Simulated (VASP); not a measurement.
## Sn: single point with PBE

Sn:

```xyz
2
Lattice="0.0000 3.1969 3.2943 3.1969 0.0000 3.2943 3.1969 3.1969 0.0000" Properties=species:S:1:pos:R:3 pbc="T T T"
Sn    3.1969    3.1969    3.2943
Sn    4.7954    4.7954    4.9414
```

This cell differs from its parent crystal: strain -0.015 along x and y, +0.015 along z.

* Program: VASP 6.6.1
* Task: single point
* Functional: PBE
* Potentials or basis: VASP PAW PBE potentials, release 64 (Sn_d)
* Cutoff: 520 eV
* k mesh: 12 × 12 × 12
* Occupations: gaussian, width 0.15 eV
* Spin: no spin polarisation
* Dipole correction: no
* Further INCAR settings: ALGO = Fast; EDIFF = 1e-07; NBANDS = 21

```json
{"Pressure": "4.0 GPa", "Band gap on the k mesh": "zero (bands 14 and 15 overlap by 0.15 eV)"}
```

Stress tensor (GPa, compression positive):
```
4.26 0.00 0.00
0.00 4.26 0.00
0.00 0.00 3.34
```

Levels at points of the mesh, in eV from the Fermi level:
```csv
k point,band 12,band 13,band 14,band 15,band 16,band 17
"(0.00, 0.00, 0.00)",-0.58,-0.09,0.11,0.11,2.08,2.08
"(0.50, 0.00, 0.00)",-6.39,-1.29,-1.07,-0.03,3.14,3.27
"(0.50, 0.50, 0.00)",-7.68,-2.44,-2.44,0.90,0.90,7.75
"(0.50, 0.00, 0.50)",-7.56,-2.60,-2.60,0.70,0.70,7.75
```

Run time: 7.9 min on 1 thread of Intel(R) Xeon(R) Platinum 8259CL CPU @ 2.50GHz (Skylake/Cascade Lake), on a shared host, peak memory 0.32 GiB.

Caveat: the cell differs from its parent crystal (strain -0.015 along x and y, +0.015 along z); the cell stands under pressure; spin-orbit coupling is left out, which moves the levels of the heavy elements.
